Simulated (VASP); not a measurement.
Wanted: the native input for a VASP 6.6.1 run.

| Property | Result |
| --- | --- |
| Task | single point |
| Functional | PBEsol |
| Potentials or basis | VASP PAW PBE potentials, release 64 (Ni, Fe) |
| Cutoff | 520 eV |
| k mesh | 10 × 10 × 8 |
| Occupations | fermi-dirac, width 0.05 eV |
| Spin | collinear spin, ferromagnetic start |
| Starting moments | [1.0, 3.0] μB |
| Dipole correction | no |
| Further INCAR settings | ALGO = Normal; EDIFF = 1e-06; NBANDS = 20 |

The structure of FeNi lies in POSCAR:

```
FeNi
1.0
    2.5159994878      0.0000000000      0.0000000000
    0.0000000000      2.5159994878      0.0000000000
    0.0000000000      0.0000000000      3.5579590072
Ni Fe
1 1
Direct
    0.5000000000      0.5000000000      0.5000000000
    0.0000000000      0.0000000000      0.0000000000
```

One way to write it, as run:

INCAR

```
PREC = Accurate ; ENCUT = 520
EDIFF = 1E-6 ; ISMEAR = -1
SIGMA = 0.05 ; LREAL = F
LASPH = T ; NELM = 150
ALGO = Normal ; ISIF = 2
LWAVE = F ; LCHARG = T
ISPIN = 2 ; MAGMOM = 1 3
LORBIT = 11 ; LMAXMIX = 4
GGA = PS ; LELF = T
LVHAR = T ; NBANDS = 20
```

KPOINTS

```
regular mesh
0
Gamma
  10 10 8
```

Potentials or basis: VASP PAW PBE potentials, release 64 (Ni, Fe).

Command:

```sh
$ cat potpaw_PBE.64/Ni/POTCAR potpaw_PBE.64/Fe/POTCAR > POTCAR
$ mpirun -np 1 vasp_std > vasp.out
```

Results of the run:

- Pressure: -8.1 GPa
- Net moment: 3.28 μB per cell
- Site moments: Ni +0.64; Fe +2.65 μB
- Valence electrons inside the program's atomic spheres: Ni 9.36; Fe 7.17

Caveat: the cell stands under tension; the PAW data sets were made with another functional, which shifts forces and pressure a little.

Run time: 94 s on 1 thread of Intel Xeon 8259CL (shared host), peak memory 0.2 GiB.
